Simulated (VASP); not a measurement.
Write the native input for VASP 6.6.1 that does the following.

* Task: single point
* Functional: r2SCAN
* Potentials or basis: VASP PAW PBE potentials, release 64 (Ag)
* Cutoff: 520 eV
* k mesh: 15 × 15 × 15
* Occupations: fermi-dirac, width 0.1 eV
* Spin: no spin polarisation
* Dipole correction: no
* Further INCAR settings: ALGO = Normal; EDIFF = 1e-06; NBANDS = 12

Crystal: Ag.

```
CELL_PARAMETERS angstrom
-1.63910 1.65565 1.65565
1.65565 -1.63910 1.65565
1.65565 1.65565 -1.63910
ATOMIC_POSITIONS crystal
Ag 0.00000 0.00000 0.00000
```

The input as run:

POSCAR

```
Ag
1.0
   -1.6390974600      1.6556540000      1.6556540000
    1.6556540000     -1.6390974600      1.6556540000
    1.6556540000      1.6556540000     -1.6390974600
Ag
1
Direct
    0.0000000000      0.0000000000      0.0000000000
```

INCAR.step1

```
PREC = Accurate
ENCUT = 520
ISMEAR = -1
SIGMA = 0.1
LREAL = False
LASPH = True
NELM = 80
NBANDS = 12
GGA = PE
ALGO = Normal
EDIFF = 1E-4
LWAVE = True
LCHARG = False
```

INCAR.step2

```
PREC = Accurate
ENCUT = 520
EDIFF = 1E-6
ISMEAR = -1
SIGMA = 0.1
LREAL = False
LASPH = True
NELM = 80
ALGO = Normal
ISIF = 2
LWAVE = False
LCHARG = False
METAGGA = R2SCAN
LMIXTAU = True
NBANDS = 12
ISTART = 1
```

KPOINTS

```
Automatic mesh
0
Gamma
  15 15 15
```

Potentials or basis: VASP PAW PBE potentials, release 64 (Ag).

Run with:

```console
$ cat potpaw_PBE.64/Ag/POTCAR > POTCAR
$ cp INCAR.step1 INCAR
$ mpirun -np 1 vasp_std > vasp.out
$ cp INCAR.step2 INCAR
$ mpirun -np 1 vasp_std > vasp.out
```

It gave:

```yaml
Pressure: -3.6 GPa
```

Caveat: the PAW data sets were made with another functional, which shifts forces and pressure a little.

It took 77 s on 1 thread of Intel(R) Xeon(R) 6975P-C (Granite Rapids), on a shared host, peak memory 0.2 GiB.
